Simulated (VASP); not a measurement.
A run of VASP 6.6.1:

File INCAR:

```
ALGO = Normal ; EDIFF = 1E-6
ENCUT = 520 ; GGA = PS
ISIF = 2 ; ISMEAR = 0
ISPIN = 2 ; LASPH = T
LCHARG = T ; LELF = T
LMAXMIX = 4 ; LORBIT = 11
LREAL = F ; LVHAR = T
LWAVE = F ; MAGMOM = 0.5
NBANDS = 16 ; NELM = 150
NUPDOWN = 0.5 ; PREC = Accurate
SIGMA = 0.15
```

Contents of KPOINTS:

```
k-points
0
Gamma
  22 22 22
```

File POSCAR:

```
Ti
1.0
   -1.5723437212      1.5723437212      1.5723437212
    1.5723437212     -1.5723437212      1.5723437212
    1.5723437212      1.5723437212     -1.5723437212
Ti
1
Direct
    0.0000000000      0.0000000000      0.0000000000
```

Potentials or basis: VASP PAW PBE potentials, release 64 (Ti_sv).

Launch:

```bash
$ cat potpaw_PBE.64/Ti_sv/POTCAR > POTCAR
$ mpirun -np 1 vasp_std > vasp.out
```

Hardware: 1 thread of Intel Xeon 6975P-C, on a shared host.

How long does it take, and how much memory?

Run time: 110 s on 1 thread of Intel Xeon 6975P-C, on a shared host, peak memory 0.23 GiB. Counts: scf iterations 14, k points 328.
